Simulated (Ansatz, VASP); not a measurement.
# NaF in VASP and in Ansatz

```
Na F
1.0
     0.00000    2.31991    2.31991
     2.31991    0.00000    2.31991
     2.31991    2.31991    0.00000
Na F
1 1
Direct
  0.00000 0.00000 0.00000
  0.50000 0.50000 0.50000
```

Alike in both runs: task single point; functional r2SCAN; k mesh 8 × 8 × 8; no spin polarisation.

|  | VASP | Ansatz |
| --- | --- | --- |
| version | VASP 6.6.1 | Ansatz 0.2.0 |
| potentials or method | VASP PAW PBE potentials, release 64 (Na_sv, F) | plane waves, PAW |
| plane-wave cutoff (eV) | 1250 | 500 |
| occupations | gaussian, width 0.01 eV | fixed |
| valence electrons in the cell | 16 | 16 |

|  | VASP | Ansatz | Ansatz less VASP |
| --- | --- | --- | --- |
| gap on the k mesh at the Fermi level (eV) | 7.11 | 7.11 | +0.004 |
| pressure (GPa) | -1.5 | -1.5 | 0.00 |

VASP's potentials were made for PBE, not for r2SCAN.
